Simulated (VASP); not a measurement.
The system is Mg5CdO6.

```
CELL_PARAMETERS angstrom
3.09663 0.00000 0.00000
0.00000 3.09663 0.00000
0.00000 0.00000 13.12088
ATOMIC_POSITIONS crystal
Mg 0.00000 0.00000 0.00000
Mg 0.50000 0.50000 0.15876
Mg 0.00000 0.00000 0.32003
Mg 0.00000 0.00000 0.67997
Mg 0.50000 0.50000 0.84123
Cd 0.50000 0.50000 0.50000
O 0.00000 0.00000 0.15937
O 0.50000 0.50000 0.31718
O 0.00000 0.00000 0.50000
O 0.50000 0.50000 0.68282
O 0.00000 0.00000 0.84063
O 0.50000 0.50000 0.00000
```

Base run:

| Quantity | Value |
| --- | --- |
| Program | VASP 6.6.1 |
| Functional | r2SCAN |
| Potentials or basis | VASP PAW PBE potentials, release 64 (Mg, Cd, O) |
| Cutoff | 520 eV |
| k mesh | 10 × 10 × 2 |
| Occupations | gaussian, width 0.02 eV |
| Spin | no spin polarisation |

Its results: band gap on the k mesh 1.97 eV (least direct gap 3.40 eV); pressure -5.4 GPa; largest force 0.098 eV/Å.

**Question.** The run is repeated on the same cell with these changes: functional from r2SCAN to PBE. What comes out?

**Answer.** Band gap on the k mesh 1.40 eV (least direct gap 2.75 eV); pressure -0.1 GPa; largest force 0.031 eV/Å.

Caveats: the cell stands under tension (at least some runs); the PAW data sets were made with another functional, which shifts forces and pressure a little (at least some runs).

A k mesh can miss the band edges.
